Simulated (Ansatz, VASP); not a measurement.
**CaHfS2: VASP beside Ansatz**

```
CELL_PARAMETERS angstrom
3.77834 0.00000 0.00000
0.00000 3.77834 0.00000
0.00000 0.00000 6.61383
ATOMIC_POSITIONS crystal
Ca 0.50000 0.50000 0.50000
Hf 0.00000 0.00000 0.50000
S 0.50000 0.50000 0.80210
S 0.50000 0.50000 0.19790
```

Alike in both runs: task relaxation of cell and atoms; functional PBE; k mesh 4 × 4 × 4; occupations gaussian, width 0.1 eV; no spin polarisation.

|  | VASP | Ansatz |
| --- | --- | --- |
| version | VASP 6.6.1 | Ansatz 0.2.0 |
| potentials or method | VASP PAW PBE potentials, release 64 (Ca_sv, Hf_pv, S), cutoff 600 eV | scalar-relativistic, plane waves, PAW |
| valence electrons in the cell | 32 | 48 |

Ansatz gave:

```
gap on the k mesh at the Fermi level, each at its own relaxed structure (eV) : none
relaxed volume (Å³/atom)                                                     : 34.09
relaxed cell length with the largest relative difference (Å)                 : 4.397
```

What did VASP give for the same quantities?

gap on the k mesh at the Fermi level, each at its own relaxed structure (eV): none; relaxed volume (Å³/atom): 33.92; relaxed cell length with the largest relative difference (Å): 4.387.

A gap of «none» marks a metal or a gap that the smearing closes. VASP's potentials hold 32 valence electrons a cell and Ansatz's 48, so a difference there can come from the potentials and not from the codes.

The k mesh is coarse, so the values compare programs but aren't converged. Neither program's run includes spin-orbit coupling. Noted on VASP's run: the volume moved by over 15 % at a fixed basis, so the end points are rough.
